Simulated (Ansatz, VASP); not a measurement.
**One calculation of Rb, two programs**

```
CELL_PARAMETERS angstrom
0.00000 3.45789 3.63988
3.45789 0.00000 3.63988
3.45789 3.45789 0.00000
ATOMIC_POSITIONS crystal
Rb 0.00000 0.00000 0.00000
```

Change from the starting cell: strain -0.0500 x Voigt [1, 1, 0, 0, 0, 0], atoms carried along.

Alike in both runs: task single point; functional PBEsol; k mesh 12 × 12 × 12; occupations gaussian, width 0.15 eV; no spin polarisation.

|  | VASP | Ansatz |
| --- | --- | --- |
| version | VASP 6.6.1 | Ansatz 0.2.0 |
| potentials or method | VASP PAW PBE potentials, release 64 (Rb_sv), cutoff 520 eV | scalar-relativistic, plane waves, PAW |
| valence electrons in the cell | 9 | 9 |

|  | VASP | Ansatz | Ansatz less VASP |
| --- | --- | --- | --- |
| gap on the k mesh at the Fermi level (eV) | none | none | - |
| pressure (GPa) | 0.0 | 0.0 | 0.00 |

VASP's potentials were made for PBE, not for PBEsol. A gap of «none» marks a metal or a gap that the smearing closes.
